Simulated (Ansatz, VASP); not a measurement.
## One calculation of AlN, two programs

File INCAR:

```
SYSTEM = AlN
PREC = Accurate ; ENCUT = 520
EDIFF = 1E-6 ; ISMEAR = -1
SIGMA = 0.02 ; LREAL = .FALSE.
LASPH = .TRUE. ; NELM = 60
ALGO = Normal ; ISIF = 2
LWAVE = .FALSE. ; LCHARG = .TRUE.
GGA = PE ; LELF = .TRUE.
LVHAR = .TRUE. ; NBANDS = 11
```

Contents of KPOINTS:

```
Automatic mesh
0
G
  7 7 7
  0 0 0
```

Contents of POSCAR:

```
AlN
1.0
    0.0000000000      2.1839935596      2.1839935596
    2.1839935596      0.0000000000      2.1839935596
    2.1839935596      2.1839935596      0.0000000000
Al N
1 1
Direct
    0.0000000000      0.0000000000      0.0000000000
    0.2500000000      0.2500000000      0.2500000000
```

The input input.yaml:

```yaml
crystal:
  lattice:
    - [0.0, 2.1839935596, 2.1839935596]
    - [2.1839935596, 0.0, 2.1839935596]
    - [2.1839935596, 2.1839935596, 0.0]
  atoms:
    - { symbol: Al, position: [0.0, 0.0, 0.0] }
    - { symbol: "N", position: [0.25, 0.25, 0.25] }
kpoints:
  mp_grid: { grid: [7, 7, 7] }
scf:
  occupations: { method: fermi_dirac, width: 0.02 }
hamiltonian:
  xc: pbe
  pseudopotentials: { kind: all_electron, lapw: { basis_error: 0.002 } }
output:
  forces: true
  stress: true
  eigenvalues: true
```

Alike in both runs: task single point; functional PBE; k mesh 7 × 7 × 7; occupations fermi-dirac, width 0.02 eV; no spin polarisation.

|  | VASP | Ansatz |
| --- | --- | --- |
| version | VASP 6.6.1 | Ansatz 0.2.0 |
| potentials or method | VASP PAW PBE potentials, release 64 (Al, N), cutoff 520 eV | all-electron LAPW, scalar-relativistic |

|  | VASP | Ansatz | Ansatz less VASP |
| --- | --- | --- | --- |
| gap on the k mesh at the Fermi level (eV) | 3.62 | 3.62 | 0.000 |
| least direct gap on the mesh (eV) | 4.20 | 4.19 | -0.004 |
| pressure (GPa) | 4.6 | 4.8 | +0.18 |

Ansatz ran all-electron here, and VASP with PAW potentials.
